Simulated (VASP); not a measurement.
# Li2Se (Fm-3m) in VASP: notebook, part 2 of 3

VASP 6.6.1. Earlier steps stand in the parts before.

**3. Vibrations by perturbation theory, PBEsol**

This run uses another cell than the first one, of 14.42 Å³/atom.

INCAR

```
PREC     = Accurate       # precision mode
ENCUT    = 750            # plane-wave cutoff, eV
EDIFF    = 1E-8           # SCF threshold, eV
ISMEAR   = 0              # smearing method
SIGMA    = 0.01           # smearing width, eV
LREAL    = False          # projectors in reciprocal space
LASPH    = True           # aspherical terms in the spheres
NELM     = 120            # most SCF steps
ALGO     = Normal         # electronic algorithm
ISIF     = 2              # what is computed and relaxed
LWAVE    = False          # write WAVECAR
LCHARG   = False          # write CHGCAR
GGA      = PS             # functional
IBRION   = 8              # ionic algorithm
NSW      = 1              # ionic steps
GGA_COMPAT= False
```

KPOINTS

```
regular mesh
0
Gamma
  8 8 8
```

POSCAR

```
Li2Se
1.0
    2.7860621709      2.7860621709      0.0000000000
   -2.7860621709      2.7860621709      0.0000000000
    0.0000000000      2.7860621709      2.7860621709
Li Se
2 1
Direct
    0.2500000000      0.7500000000      0.5000000000
    0.7500000000      0.2500000000      0.5000000000
    0.0000000000      0.0000000000      0.0000000000
```

Potentials or basis: VASP PAW PBE potentials, release 64 (Li_sv, Se).

The run is started by

```
$ cat potpaw_PBE.64/Li_sv/POTCAR potpaw_PBE.64/Se/POTCAR > POTCAR
$ mpirun -np 1 vasp_std > vasp.out
```

OUTCAR:

```text
PREC = Accurate
   ENCUT = 750
   EDIFF = 1E-8
   ISMEAR = 0
   LREAL = False
   LASPH = True
   NELM = 120
   ISIF = 2
   GGA = PS
   IBRION = 8
   NSW = 1

 ion  position               nearest neighbor table
   1  0.250  0.750  0.500-   3 2.41   3 2.41   3 2.41   3 2.41
   2  0.750  0.250  0.500-   3 2.41   3 2.41   3 2.41   3 2.41
   3  0.000  0.000  0.000-   2 2.41   1 2.41   1 2.41   2 2.41   1 2.41   2 2.41   2 2.41   1 2.41

  LATTYP: Found a face centered cubic cell.
 ALAT       =     5.5721243418

  Lattice vectors:

 A1 = (   0.0000000000,   2.7860621709,   2.7860621709)
 A2 = (   2.7860621709,   0.0000000000,   2.7860621709)
 A3 = (   2.7860621709,   2.7860621709,   0.0000000000)

Analysis of symmetry for initial positions (statically):
=====================================================================
 Subroutine PRICEL returns:
 Original cell was already a primitive cell.

 Routine SETGRP: Setting up the symmetry group for a
 face centered cubic supercell.

 Subroutine GETGRP returns: Found 48 space group operations
 (whereof 48 operations were pure point group operations)
 out of a pool of 48 trial point group operations.

The static configuration has the point symmetry O_h .

Analysis of symmetry for dynamics (positions and initial velocities):
=====================================================================
 Subroutine PRICEL returns:
 Original cell was already a primitive cell.

 Routine SETGRP: Setting up the symmetry group for a
 face centered cubic supercell.

 Subroutine GETGRP returns: Found 48 space group operations
 (whereof 48 operations were pure point group operations)
 out of a pool of 48 trial point group operations.

The dynamic configuration has the point symmetry O_h .

 Subroutine INISYM returns: Found 48 space group operations
 (whereof 48 operations are pure point group operations),
 and found     1 'primitive' translations

----------------------------------------------------------------------------------------

                                     Primitive cell

  volume of cell :      43.2516

  direct lattice vectors                    reciprocal lattice vectors
     2.786062171  2.786062171  0.000000000     0.179464768  0.179464768 -0.179464768
    -2.786062171  2.786062171  0.000000000    -0.179464768  0.179464768 -0.179464768
     0.000000000  2.786062171  2.786062171     0.000000000  0.000000000  0.358929535

  length of vectors
     3.940086908  3.940086908  3.940086908     0.310842096  0.310842096  0.358929535

  position of ions in fractional coordinates (direct lattice)
[... 439 lines left out ...]
      1     -41.3699      2.00000
      2     -41.3699      2.00000
      3      -9.0813      2.00000
      4      -1.0694      2.00000
      5       0.6476      2.00000
      6       1.0660      2.00000
      7       7.8637      0.00000
      8       8.6961      0.00000
      9      10.7338      0.00000
     10      11.5872      0.00000

 [... further k-points ...]

------------------------ aborting loop because EDIFF is reached ----------------------------------------

  FORCE on cell =-STRESS in cart. coord.  units (eV):
  Direction    XX          YY          ZZ          XY          YZ          ZX
  --------------------------------------------------------------------------------------
  -------------------------------------------------------------------------------------
  Total        2.7219118      2.7219118      2.7219118      0.0000000     -0.0000000      0.0000000
  in kB      100.8282486    100.8282486    100.8282486      0.0000000     -0.0000000      0.0000000
  external PRESSURE =     100.8282486 kB  Pullay stress =       0.0000000 kB

 VOLUME and BASIS-vectors are now :
 -----------------------------------------------------------------------------
  energy-cutoff  :      750.00
  volume of cell :       43.25
      direct lattice vectors                 reciprocal lattice vectors
     2.786062171  2.786062171  0.000000000     0.179464768  0.179464768 -0.179464768
    -2.786062171  2.786062171  0.000000000    -0.179464768  0.179464768 -0.179464768
     0.000000000  2.786062171  2.786062171     0.000000000  0.000000000  0.358929535

 POSITION                                       TOTAL-FORCE (eV/Angst)
 -----------------------------------------------------------------------------------
     -1.39303      4.17909      1.39303         0.000000      0.000000      0.000000
      1.39303      4.17909      1.39303        -0.000000     -0.000000     -0.000000
      0.00000      0.00000      0.00000         0.000000     -0.000000      0.000000
 -----------------------------------------------------------------------------------
    total drift:                                0.000000      0.000000      0.000000

  FREE ENERGIE OF THE ION-ELECTRON SYSTEM (eV)
  ---------------------------------------------------
  free  energy   TOTEN  =       -11.3048589711 eV

  energy  without entropy=      -11.3048589711  energy(sigma->0) =      -11.30485897

[... ionic steps 2 to 9 ...]

--------------------------------------- Ionic step       10  -------------------------------------------

 Free energy of the ion-electron system (eV)
  ---------------------------------------------------
  ---------------------------------------------------
  free energy    TOTEN  =        -0.08591790 eV

  energy without entropy =       -0.08591790

------------------------ aborting loop because EDIFF is reached ----------------------------------------

 INTERNAL STRAIN TENSOR  FOR ION    3  DIRECTION 1   (eV/Angst):
 -----------------------------------------------------------------------------
     0.00866  0.00000  0.00000
     0.00000 -0.01130  0.00000
    -0.00000  0.00000 -0.01130

 INTERNAL STRAIN TENSOR FOR ION    3 for displacements in x,y,z  (eV/Angst):
          X           Y           Z          XY          YZ          ZX
  --------------------------------------------------------------------------------
  x     0.00000     0.00000     0.00000     0.00000     0.00000     0.00000
  y     0.00000     0.00000     0.00000     0.00000     0.00000     0.00000
  z     0.00000     0.00000     0.00000     0.00000     0.00000     0.00000

 SECOND DERIVATIVES (NOT SYMMETRIZED)
 ------------------------------------
               1X          1Y          1Z          2X          2Y          2Z          3X          3Y          3Z
  1X    -4.340562   -0.000000    0.000000    0.978911   -0.000000    0.000000    3.361651    0.000000    0.000000
  1Y     0.000000   -4.340562   -0.000000    0.000000    0.978911   -0.000000    0.000000    3.361651    0.000000
  1Z    -0.000000   -0.000000   -4.340562   -0.000000   -0.000000    0.978911    0.000000    0.000000    3.361651
  2X     0.978911   -0.000000    0.000000   -4.340562   -0.000000    0.000000    3.361651    0.000000    0.000000
  2Y     0.000000    0.978911   -0.000000    0.000000   -4.340562   -0.000000    0.000000    3.361651    0.000000
  2Z    -0.000000   -0.000000    0.978911   -0.000000   -0.000000   -4.340562    0.000000    0.000000    3.361651
  3X     3.386266    0.000000    0.000000    3.386266    0.000000    0.000000   -6.772532   -0.000000    0.000000
  3Y     0.000000    3.386266    0.000000    0.000000    3.386266    0.000000    0.000000   -6.772532   -0.000000
  3Z     0.000000    0.000000    3.386266    0.000000    0.000000    3.386266   -0.000000   -0.000000   -6.772532

 Eigenvectors and eigenvalues of the dynamical matrix
 ----------------------------------------------------

   1 f  =   13.618399 THz    85.566926 2PiTHz  454.260899 cm-1    56.321148 meV
             X         Y         Z           dx          dy          dz
     -1.393031  4.179093  1.393031    -0.172662   -0.685702   -0.000000
      1.393031  4.179093  1.393031     0.172662    0.685702    0.000000
      0.000000  0.000000  0.000000    -0.000000    0.000000    0.000000
[... 43 lines left out ...]
   9 f/i=    0.015382 THz     0.096651 2PiTHz    0.513105 cm-1     0.063617 meV
             X         Y         Z           dx          dy          dz
     -1.393031  4.179093  1.393031    -0.211223    0.176626   -0.007032
      1.393031  4.179093  1.393031    -0.211223    0.176626   -0.007032
      0.000000  0.000000  0.000000    -0.706318    0.590626   -0.023515

--------------------------------------------------------------------------------------------------------

 ELASTIC MODULI CONTR FROM IONIC RELAXATION (kBar)
 Direction    XX          YY          ZZ          XY          YZ          ZX
 --------------------------------------------------------------------------------
 XX          -0.0000     -0.0000     -0.0000     -0.0000      0.0000     -0.0000
 YY          -0.0000     -0.0000     -0.0000     -0.0000     -0.0000     -0.0000
 ZZ          -0.0000     -0.0000     -0.0000     -0.0000     -0.0000     -0.0000
 XY          -0.0000     -0.0000     -0.0000   -258.5572      0.0000     -0.0000
 YZ           0.0000     -0.0000     -0.0000      0.0000   -258.5572     -0.0000
 ZX          -0.0000     -0.0000     -0.0000     -0.0000     -0.0000   -258.5572
 --------------------------------------------------------------------------------
```

It took 3.9 min on 1 thread of Intel Xeon Platinum 8259CL at 2.50GHz (Skylake/Cascade Lake), shared host; peak memory 0.36 GiB.

What came out:

- Highest phonon frequency at Γ, LO-TO splitting left out: 454 cm⁻¹

Phonon frequencies in cm⁻¹ (negative: imaginary):
```tsv
q point	frequencies
(0.000, 0.000, 0.000)	-1 -1 -1 392 392 392 454 454 454
```

Caveat: the cell stands under pressure or tension, which shifts response properties; the PAW data sets were made with another functional, which shifts forces and pressure a little.

**4. Vibrations by perturbation theory, PBEsol**

This run uses another cell than the first one, of 15.08 Å³/atom.

INCAR

```
PREC = Accurate
ENCUT = 750
EDIFF = 1E-8
ISMEAR = 0
SIGMA = 0.01
LREAL = F
LASPH = T
NELM = 120
ALGO = Normal
ISIF = 2
LWAVE = F
LCHARG = T
GGA = PS
NBANDS = 13
IBRION = 8
NSW = 1
GGA_COMPAT = F
```

KPOINTS is that of step 3.

POSCAR

```
Li2Se
1.0
    2.8279507854      2.8279507854      0.0000000000
   -2.8279507854      2.8279507854      0.0000000000
    0.0000000000      2.8279507854      2.8279507854
Li Se
2 1
Direct
    0.2500000000      0.7500000000      0.5000000000
    0.7500000000      0.2500000000      0.5000000000
    0.0000000000      0.0000000000      0.0000000000
```

Potentials or basis: VASP PAW PBE potentials, release 64 (Li_sv, Se).

The run is started by

```
$ cat potpaw_PBE.64/Li_sv/POTCAR potpaw_PBE.64/Se/POTCAR > POTCAR
$ mpirun -np 1 vasp_std > vasp.out
```

OUTCAR:

```text
PREC = Accurate
   ENCUT = 750
   EDIFF = 1E-8
   ISMEAR = 0
   LREAL = F
   LASPH = T
   NELM = 120
   ISIF = 2
   GGA = PS
   IBRION = 8
   NSW = 1

 ion  position               nearest neighbor table
   1  0.250  0.750  0.500-   3 2.45   3 2.45   3 2.45   3 2.45
   2  0.750  0.250  0.500-   3 2.45   3 2.45   3 2.45   3 2.45
   3  0.000  0.000  0.000-   2 2.45   1 2.45   1 2.45   2 2.45   1 2.45   2 2.45   2 2.45   1 2.45

  LATTYP: Found a face centered cubic cell.
 ALAT       =     5.6559015708

  Lattice vectors:

 A1 = (   0.0000000000,   2.8279507854,   2.8279507854)
 A2 = (   2.8279507854,   0.0000000000,   2.8279507854)
 A3 = (   2.8279507854,   2.8279507854,   0.0000000000)

Analysis of symmetry for initial positions (statically):
=====================================================================
 Subroutine PRICEL returns:
 Original cell was already a primitive cell.

[... 621 lines left out ...]
  x     0.00000     0.00000     0.00000     0.00000     0.00000     0.00000
  y     0.00000     0.00000     0.00000     0.00000     0.00000     0.00000
  z     0.00000     0.00000     0.00000     0.00000     0.00000     0.00000

 SECOND DERIVATIVES (NOT SYMMETRIZED)
 ------------------------------------
               1X          1Y          1Z          2X          2Y          2Z          3X          3Y          3Z
  1X    -3.841890    0.000000   -0.000000    0.907271    0.000000   -0.000000    2.934619   -0.000000    0.000000
  1Y    -0.000000   -3.841890    0.000000   -0.000000    0.907271    0.000000    0.000000    2.934619   -0.000000
  1Z    -0.000000   -0.000000   -3.841890   -0.000000   -0.000000    0.907271    0.000000    0.000000    2.934619
  2X     0.907271    0.000000   -0.000000   -3.841890    0.000000   -0.000000    2.934619   -0.000000    0.000000
  2Y    -0.000000    0.907271    0.000000   -0.000000   -3.841890    0.000000    0.000000    2.934619   -0.000000
  2Z    -0.000000   -0.000000    0.907271   -0.000000   -0.000000   -3.841890    0.000000    0.000000    2.934619
  3X     2.961843    0.000000    0.000000    2.961843    0.000000    0.000000   -5.923685    0.000000    0.000000
  3Y     0.000000    2.961843    0.000000    0.000000    2.961843    0.000000    0.000000   -5.923685    0.000000
  3Z     0.000000    0.000000    2.961843    0.000000    0.000000    2.961843    0.000000    0.000000   -5.923685

 Eigenvectors and eigenvalues of the dynamical matrix
 ----------------------------------------------------

   1 f  =   12.867677 THz    80.850001 2PiTHz  429.219513 cm-1    53.216413 meV
             X         Y         Z           dx          dy          dz
     -1.413975  4.241926  1.413975     0.700532   -0.096206   -0.000000
      1.413975  4.241926  1.413975    -0.700532    0.096206    0.000000
      0.000000  0.000000  0.000000    -0.000000   -0.000000    0.000000
[... 43 lines left out ...]
   9 f/i=    0.018206 THz     0.114389 2PiTHz    0.607272 cm-1     0.075292 meV
             X         Y         Z           dx          dy          dz
     -1.413975  4.241926  1.413975    -0.013456    0.242759    0.129899
      1.413975  4.241926  1.413975    -0.013456    0.242759    0.129899
      0.000000  0.000000  0.000000    -0.044951    0.810981    0.433953

--------------------------------------------------------------------------------------------------------

 ELASTIC MODULI CONTR FROM IONIC RELAXATION (kBar)
 Direction    XX          YY          ZZ          XY          YZ          ZX
 --------------------------------------------------------------------------------
 XX          -0.0000      0.0000     -0.0000      0.0000      0.0000      0.0000
 YY           0.0000     -0.0000      0.0000      0.0000      0.0000     -0.0000
 ZZ          -0.0000      0.0000     -0.0000     -0.0000      0.0000      0.0000
 XY           0.0000      0.0000     -0.0000   -173.0906     -0.0000      0.0000
 YZ           0.0000      0.0000      0.0000      0.0000   -173.0906     -0.0000
 ZX           0.0000     -0.0000      0.0000      0.0000     -0.0000   -173.0906
 --------------------------------------------------------------------------------
```

OSZICAR:

```text
N       E                     dE             d eps       ncg     rms          rms(c)
DAV:   1     0.552499371690E+02    0.55250E+02   -0.66752E+03   754   0.118E+03
DAV:   2    -0.429380309354E+01   -0.59544E+02   -0.56388E+02   915   0.234E+02
DAV:   3    -0.114862333448E+02   -0.71924E+01   -0.71418E+01  1431   0.507E+01
DAV:   4    -0.116077256630E+02   -0.12149E+00   -0.12144E+00   941   0.920E+00
DAV:   5    -0.116096246614E+02   -0.18990E-02   -0.18989E-02  1203   0.962E-01    0.292E+00
[... 52 lines left out ...]
RMM:  11    -0.861408072214E-01    0.93173E-07    0.55618E-08  3915   0.140E-04    0.170E-05
RMM:  12    -0.861408255262E-01   -0.18305E-07    0.25192E-07  3890   0.695E-05    0.203E-06
RMM:  13    -0.861408016334E-01    0.23893E-07    0.23635E-07  3899   0.366E-05    0.313E-06
RMM:  14    -0.861407888727E-01    0.12761E-07    0.52000E-08  3658   0.223E-05    0.535E-07
RMM:  15    -0.861407882666E-01    0.60610E-09    0.16873E-08  3201   0.144E-05    0.676E-07
 Linear response finished
```

Wall time 5 min (1 thread of Intel Xeon Platinum 8259CL at 2.50GHz (Skylake/Cascade Lake), shared host); peak memory 0.38 GiB.

Results:

```
Highest phonon frequency at Γ, LO-TO splitting left out : 429 cm⁻¹
```

Phonon frequencies in cm⁻¹ (negative: imaginary):
```
              q point                       frequencies
(0.000, 0.000, 0.000)  -1 -1 -1 366 366 366 429 429 429
```

Caveat: the cell stands under pressure or tension, which shifts response properties; the PAW data sets were made with another functional, which shifts forces and pressure a little.

(Continued in part 3 of 3.)
